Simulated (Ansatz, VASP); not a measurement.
Two plane-wave programs on TiC

```
CELL_PARAMETERS angstrom
0.00000 2.16641 2.16641
2.16641 0.00000 2.16641
2.16641 2.16641 0.00000
ATOMIC_POSITIONS crystal
Ti 0.00000 0.00000 0.00000
C 0.50000 0.50000 0.50000
```

Alike in both runs: functional PBE; k mesh 16 × 16 × 16; occupations gaussian, width 0.1 eV; no spin polarisation.

Ansatz relaxed the structure, and its values are those at the end. VASP's run is a single point on that final structure, the one shown.

|  | VASP | Ansatz |
| --- | --- | --- |
| version | VASP 6.6.1 | Ansatz 0.2.0 |
| potentials or method | VASP PAW PBE potentials, release 64 (Ti_sv, C), cutoff 520 eV | scalar-relativistic, plane waves, PAW |
| valence electrons in the cell | 16 | 16 |

VASP gave:

```
gap on the k mesh at the Fermi level (eV) : none
pressure (GPa)                            : 0.2
```

Task: Estimate Ansatz's values.

Result: gap on the k mesh at the Fermi level (eV): none; pressure (GPa): 0.0.

A gap of «none» marks a metal or a gap that the smearing closes.
